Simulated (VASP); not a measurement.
# CuO (P6_3mc) in VASP: further runs

CuO is run at these levels: PBE-based screened hybrid; tasks: single point.

Program: VASP 6.6.1. These are calculated values, not measurements. Logs are shortened: lines on timing, memory, paths and dates and some standing lists are left out, and cuts for length are marked.

### 1 The cell of the first run

Symmetry: P6_3mc, No. 186, hexagonal system. Conventional cell: a = 3.288 Å, b = 3.288 Å, c = 5.385 Å, α = 90.00°, β = 90.00°, γ = 120.00°. Cu (site symmetry 3m) has 4 O at 2.01 to 2.02 Å within 2.7 Å. Within 2.7 Å of O (site symmetry 3m) lie 4 Cu at 2.01 to 2.02 Å.

### 2 Single point, PBE-based screened hybrid

File POSCAR:

```
CuO
1.0
    3.2880244300      0.0000000000      0.0000000000
   -1.6440122100      2.8475126800      0.0000000000
    0.0000000000      0.0000000000      5.3850248600
Cu O
2 2
Direct
    0.6666666667      0.3333333333      0.0000000000
    0.3333333333      0.6666666667      0.5000000000
    0.6666666667      0.3333333333      0.6252000000
    0.3333333333      0.6666666667      0.1252000000
```

File INCAR.step1:

```
  ALGO = Normal
  EDIFF = 1E-5
  ENCUT = 520
  GGA = PE
  ISIF = 2
  ISMEAR = -1
  LASPH = T
  LREAL = F
  LUSENCCL = F
  LWAVE = T
  NBANDS = 25
  NELM = 80
  PREC = Accurate
  SIGMA = 0.05
```

File INCAR.step2:

```
  AEXX = 0.35
  ALGO = Normal
  EDIFF = 1E-6
  ENCUT = 520
  GGA = PE
  HFSCREEN = 0.2078699
  ISIF = 2
  ISMEAR = -1
  ISTART = 1
  LASPH = T
  LCHARG = T
  LELF = T
  LHFCALC = T
  LREAL = F
  LUSENCCL = F
  LVHAR = T
  LWAVE = F
  NBANDS = 25
  NELM = 80
  PREC = Accurate
  PRECFOCK = Normal
  SIGMA = 0.05
```

File KPOINTS:

```
k-points
0
Gamma
  5 5 3
```

Potentials or basis: VASP PAW PBE potentials, release 64 (Cu, O).

Started as:

```sh
> cat potpaw_PBE.64/Cu/POTCAR potpaw_PBE.64/O/POTCAR > POTCAR
> cp INCAR.step1 INCAR
> mpirun -np 1 vasp_std > vasp.out
> cp INCAR.step2 INCAR
> mpirun -np 1 vasp_std > vasp.out
```

OUTCAR:

```text
AEXX = 0.35
   EDIFF = 1E-6
   ENCUT = 520
   GGA = PE
   HFSCREEN = 0.2078699
   ISIF = 2
   ISMEAR = -1
   ISTART = 1
   LASPH = T
   LHFCALC = T
   LREAL = F
   NELM = 80
   PREC = Accurate
   PRECFOCK = Normal

 ion  position               nearest neighbor table
   1  0.667  0.333  0.000-   4 2.01   4 2.01   4 2.01   3 2.02
   2  0.333  0.667  0.500-   3 2.01   3 2.01   3 2.01   4 2.02
   3  0.667  0.333  0.625-   2 2.01   2 2.01   2 2.01   1 2.02
   4  0.333  0.667  0.125-   1 2.01   1 2.01   1 2.01   2 2.02

  LATTYP: Found a hexagonal cell.
 ALAT       =     3.2880244300
 C/A-ratio  =     1.6377691148

  Lattice vectors:

 A1 = (   3.2880244300,   0.0000000000,   0.0000000000)
 A2 = (  -1.6440122100,   2.8475126800,   0.0000000000)
 A3 = (   0.0000000000,   0.0000000000,   5.3850248600)

Analysis of symmetry for initial positions (statically):
=====================================================================
 Subroutine PRICEL returns:
 Original cell was already a primitive cell.

 Routine SETGRP: Setting up the symmetry group for a
 hexagonal supercell.

 Subroutine GETGRP returns: Found 12 space group operations
 (whereof  6 operations were pure point group operations)
 out of a pool of 24 trial point group operations.

The static configuration has the point symmetry C_3v.
 The point group associated with its full space group is C_6v.

Analysis of symmetry for dynamics (positions and initial velocities):
=====================================================================
 Subroutine PRICEL returns:
 Original cell was already a primitive cell.

 Routine SETGRP: Setting up the symmetry group for a
 hexagonal supercell.

 Subroutine GETGRP returns: Found 12 space group operations
 (whereof  6 operations were pure point group operations)
 out of a pool of 24 trial point group operations.

The dynamic configuration has the point symmetry C_3v.
 The point group associated with its full space group is C_6v.

 Subroutine INISYM returns: Found 12 space group operations
 (whereof  6 operations are pure point group operations),
 and found     1 'primitive' translations

[... 85 lines left out ...]
   EDIFFG = 0.1E-04   stopping-criterion for IOM
   NSW    =      0    number of steps for IOM
   IBRION =     -1    ionic relax: 0-MD 1-quasi-New 2-CG
   NFREE  =      0    steps in history (QN), initial steepest desc. (CG)
   ISIF   =      2    stress and relaxation
   ISYM   =      3    0-nonsym 1-usesym 2-fastsym
   POTIM  = 0.5000    time-step for ionic-motion
   TEBEG  =    0.0;   TEEND  =   0.0 temperature during run
   PSTRESS=    0.0 pullay stress
   NELECT =      34.0000    total number of electrons
   NUPDOWN=      -1.0000    fix difference up-down
   EMIN   =  10.00;   EMAX   =-10.00  energy-range for DOS
   EFERMI =   0.00;   METHOD = LEGACY
   ISMEAR =    -1;   SIGMA  =   0.05  broadening in eV -4-tet -1-fermi 0-gaus
   EFERMI_NEDOS =   21; number of points for ismear=-14 and -15
   IALGO  =     38    algorithm
   IMIX   =      1    mixing-type and parameters
     AMIX     =   0.40;   BMIX     =  1.00
     AMIX_MAG =   1.60;   BMIX_MAG =  1.00
  volume/ion in A,a.u.               =      12.60        85.06
  Fermi-wavevector in a.u.,A,eV,Ry     =   1.435616  2.712921 28.041522  2.060994
  Thomas-Fermi vector in A             =   2.554895
   LORBIT       =      0    0 simple, 1 ext, 2 COOP (PROOUT), +10 PAW based schemes
   GGA     = PE    functional components
   LHFCALC =     T    Hartree Fock is set to
   PRECFOCK=normal    Normal, Fast or Accurate (Low or Medium for compatibility)
   ENCUT4O =  -1.0   cutoff for four orbital integrals eV
   NKREDX  =     1    reduce k-point grid by
   NKREDY  =     1    reduce k-point grid by
   NKREDZ  =     1    reduce k-point grid by
   AEXX    =    0.3500 exact exchange contribution
   HFSCREEN=    0.2079 screening length (either q_TF or 0.3 A-1)
   HFSCREENC=   0.2079 screening length for correlation (either q_TF or 0.3 A-1)
   ENCUTFOCK=  -1.0 apply spherical cutoff to Coloumb kernel
   IVDW    =     0    specifies the selected vdW correction
   LEPSILON=     F    determine dielectric tensor
   LRPA    =     F    only Hartree local field effects (RPA)
 non-spin polarized calculation
  energy-cutoff  :      520.00
  volume of cell :       50.42
 maximum number of plane-waves:      1368
  NGX = 20; NGY = 20; NGZ = 32

 number of electron      34.0000001 magnetization

 Free energy of the ion-electron system (eV)
  ---------------------------------------------------
  ext. energy  EPLUGINS =         0.00000000
  ---------------------------------------------------
  free energy    TOTEN  =       -22.73893742 eV

  energy without entropy =      -22.71035859  energy(sigma->0) =      -22.72464800

 E-fermi :   1.6856     XC(G=0):  -7.8910

 val. band max:        1.6597662332   @ k =   0.4000   0.0000   0.3333
 cond. band min:       1.7446083629   @ k =   0.0000   0.0000   0.0000
 fundamental gap:      0.0848421297
 Fermi energy:         1.6856190610

 k-point     1 :       0.0000    0.0000    0.0000
  band No.  band energies     occupation
      1     -19.0977      2.00000
      2     -18.5351      2.00000
      3      -4.2702      2.00000
      4      -3.6747      2.00000
      5      -3.4929      2.00000
      6      -3.4929      2.00000
[... 269 lines left out ...]
     24      14.9525      0.00000
     25      17.8055      0.00000

------------------------ aborting loop because EDIFF is reached ----------------------------------------

  FORCE on cell =-STRESS in cart. coord.  units (eV):
  Direction    XX          YY          ZZ          XY          YZ          ZX
  --------------------------------------------------------------------------------------
  -------------------------------------------------------------------------------------
  Total       -4.7443905     -4.7443905     -3.0007996     -0.0000000      0.0000000     -0.0000000
  in kB     -150.7657163   -150.7657158    -95.3584457     -0.0000003      0.0000000     -0.0000000
  external PRESSURE =    -132.2966259 kB  Pullay stress =       0.0000000 kB

 VOLUME and BASIS-vectors are now :
 -----------------------------------------------------------------------------
  energy-cutoff  :      520.00
  volume of cell :       50.42
      direct lattice vectors                 reciprocal lattice vectors
     3.288024430  0.000000000  0.000000000     0.304133993  0.175591843 -0.000000000
    -1.644012210  2.847512680  0.000000000     0.000000000  0.351183686  0.000000000
     0.000000000  0.000000000  5.385024860     0.000000000 -0.000000000  0.185700164

 POSITION                                       TOTAL-FORCE (eV/Angst)
 -----------------------------------------------------------------------------------
      1.64401      0.94917      0.00000         0.000000     -0.000000      0.130282
      0.00000      1.89834      2.69251        -0.000000      0.000000      0.130282
      1.64401      0.94917      3.36672        -0.000000      0.000000     -0.130282
      0.00000      1.89834      0.67421        -0.000000      0.000000     -0.130282
 -----------------------------------------------------------------------------------
    total drift:                               -0.000001      0.000000     -0.000069

  FREE ENERGIE OF THE ION-ELECTRON SYSTEM (eV)
  ---------------------------------------------------
  free  energy   TOTEN  =       -22.7389374171 eV

  energy  without entropy=      -22.7103585896  energy(sigma->0) =      -22.72464800
```

Wall time 11 min (1 × NVIDIA H100 80GB with 1 thread of AMD EPYC 7R13 (Zen 3), shared host); peak memory 1.3 GiB.

Results:

```
Free energy            : -22.7389 eV
Pressure               : -13.2 GPa
Largest force          : 0.130 eV/Å
Band gap on the k mesh : zero (band 17 reaches 3.18 eV, above the bottom of band 18 at 1.00 eV)
```

Forces in eV/Å, atoms in the order of the input:
```
Cu   0.000  0.000  0.130
Cu   0.000  0.000  0.130
O    0.000  0.000 -0.130
O    0.000  0.000 -0.130
```

Caveat: the k points lie up to 0.44 Å⁻¹ apart; the PAW data sets were made with another functional, which shifts forces and pressure a little; semilocal functionals often make such compounds metallic where correlation or magnetic order opens a gap, which also shifts bond lengths.

### 3 Single point, PBE-based screened hybrid

POSCAR is that of step 2.

File INCAR.step1:

```
PREC = Accurate
ENCUT = 520
EDIFF = 1E-5
ISMEAR = -1
SIGMA = 0.05
LREAL = False
LASPH = True
NELM = 60
ALGO = Normal
ISIF = 2
LWAVE = True
LCHARG = False
GGA = PE
NBANDS = 25
LUSENCCL = False
```

File INCAR.step2:

```
PREC = Accurate
ENCUT = 520
EDIFF = 1E-6
ISMEAR = -1
SIGMA = 0.05
LREAL = False
LASPH = True
NELM = 60
ALGO = Normal
ISIF = 2
LWAVE = False
LCHARG = False
GGA = PE
LHFCALC = True
AEXX = 0.5
HFSCREEN = 0.2078699
PRECFOCK = Normal
ISTART = 1
NBANDS = 25
LUSENCCL = False
```

File KPOINTS:

```
regular mesh
0
Gamma
  5 5 3
```

Potentials or basis: VASP PAW PBE potentials, release 64 (Cu, O).

Started as:

```sh
> cat potpaw_PBE.64/Cu/POTCAR potpaw_PBE.64/O/POTCAR > POTCAR
> cp INCAR.step1 INCAR
> mpirun -np 1 vasp_std > vasp.out
> cp INCAR.step2 INCAR
> mpirun -np 1 vasp_std > vasp.out
```

It took 14 min on 1 × NVIDIA H100 80GB with 1 thread of AMD EPYC 7R13 (Zen 3), shared host; peak memory 1.3 GiB.

Results (log left out):

```
Free energy            : -24.6820 eV
Pressure               : -14.6 GPa
Largest force          : 0.172 eV/Å
Band gap on the k mesh : zero (band 17 reaches 3.08 eV, above the bottom of band 18 at 0.45 eV)
```

Forces in eV/Å, atoms in the order of the input:
```
Cu   0.000  0.000  0.172
Cu   0.000  0.000  0.172
O    0.000  0.000 -0.172
O    0.000  0.000 -0.172
```

Stress tensor (GPa, compression positive):
```
-17.04   0.00   0.00
  0.00 -17.04   0.00
  0.00   0.00  -9.69
```

Levels at points of the mesh, in eV from the Fermi level:
| k point | band 14 | band 15 | band 16 | band 17 | band 18 | band 19 | band 20 | band 21 |
| --- | --- | --- | --- | --- | --- | --- | --- | --- |
| (0.00, 0.00, 0.00) | -0.50 | -0.05 | -0.05 | 1.84 | 1.84 | 3.78 | 8.96 | 10.91 |

Caveat: the k points lie up to 0.44 Å⁻¹ apart; the PAW data sets were made with another functional, which shifts forces and pressure a little; semilocal functionals often make such compounds metallic where correlation or magnetic order opens a gap, which also shifts bond lengths.
